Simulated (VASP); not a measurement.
# WS2: electric field gradients with LDA

WS2:

```xyz
3
Lattice="1.5577 0.8993 6.0800 -1.5577 0.8993 6.0800 0.0000 -1.7986 6.0800" Properties=species:S:1:pos:R:3 pbc="T T T"
W     0.0000    0.0000    0.0000
S     0.0000    0.0000   13.6855
S     0.0000    0.0000   10.5975
```

```
Program                : VASP 6.6.1
Task                   : electric field gradients
Functional             : LDA
Potentials or basis    : VASP PAW LDA potentials, release 64 (W_sv, S)
Cutoff                 : 520 eV
k mesh                 : 13 × 13 × 13
Occupations            : fermi-dirac, width 0.08 eV
Spin                   : no spin polarisation
Dipole correction      : no
Further INCAR settings : ALGO = Normal; EDIFF = 1e-08; NBANDS = 20
```

The pressure is 4.0 GPa, the largest force is 0.853 eV/Å and the band gap on the k mesh is 0.97 eV (least direct gap 2.21 eV). The largest electric field gradient by atom is W -167.6; S -53.0, -45.1 V/Å².

Forces in eV/Å, atoms in the order of the input:
```
W    0.000  0.000 -0.646
S    0.000  0.000  0.853
S    0.000  0.000 -0.206
```

Stress tensor (GPa, compression positive):
```
3.62 0.00 0.00
0.00 3.62 0.00
0.00 0.00 4.76
```

Levels at points of the mesh, in eV from the valence-band top:
| k point | band 9 | band 10 | band 11 | band 12 | band 13 | band 14 | band 15 | band 16 | band 17 | band 18 |
| --- | --- | --- | --- | --- | --- | --- | --- | --- | --- | --- |
| (0.00, 0.00, 0.00) | -3.74 | -2.41 | -2.41 | -1.61 | -1.36 | 2.22 | 2.22 | 2.66 | 2.66 | 4.84 |

Electric field gradients, principal values (V/Å²):
```
atom   least  middle  greatest (by size)
 1 W  83.815  83.815            -167.630
 2 S  26.505  26.505             -53.010
 3 S  22.539  22.539             -45.078
```

It took 8.3 min on 1 thread of AMD EPYC 9R45 96-Core Processor (Zen 5), with other jobs on the host, peak memory 0.38 GiB.

Caveat: the cell stands under pressure; without QUAD_EFG the Cq values of the log hold for a quadrupole moment of 1 mb, not for the nuclei; spin-orbit coupling is left out, which moves the levels of the heavy elements. A k mesh can miss the band edges.
